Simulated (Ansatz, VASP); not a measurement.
**Two plane-wave programs on MgI2**

```
Mg I
1.0
     4.39934    0.00000    0.00000
    -0.00176    4.40070    0.00000
    -1.13363   -1.59565   15.99246
Mg I
2 4
Direct
  0.59502 0.35908 0.74644
  0.40498 0.64092 0.25356
  0.12219 0.39694 0.85176
  0.87782 0.60306 0.14824
  0.56818 0.82093 0.64116
  0.43182 0.17907 0.35884
```

Alike in both runs: task single point; functional HSE06; k mesh 4 × 4 × 1; occupations gaussian, width 0.02 eV; no spin polarisation.

|  | VASP | Ansatz |
| --- | --- | --- |
| version | VASP 6.6.1 | Ansatz 0.2.0 |
| potentials or method | VASP PAW PBE potentials, release 64 (Mg, I), cutoff 520 eV | scalar-relativistic, plane waves, PAW |
| valence electrons in the cell | 32 | 88 |

|  | VASP | Ansatz | Ansatz less VASP |
| --- | --- | --- | --- |
| gap on the k mesh at the Fermi level (eV) | 4.33 | 4.36 | +0.029 |
| least direct gap on the mesh (eV) | 4.48 | 4.51 | +0.030 |
| pressure (GPa) | -0.4 | -0.4 | +0.06 |
| traceless stress, the component that is largest in VASP (GPa) | -0.09 | -0.09 | +0.002 |
| rms of the force components (eV/Å) | 0.068 | 0.059 | -0.0084 |

Atom by atom the forces differ by 0.008 eV/Å (rms over components). VASP's potentials hold 32 valence electrons a cell and Ansatz's 88, so a difference there can come from the potentials and not from the codes. Ansatz's warnings: stress exchange threshold loose, stress scf threshold loose.

Spin-orbit coupling is off throughout.
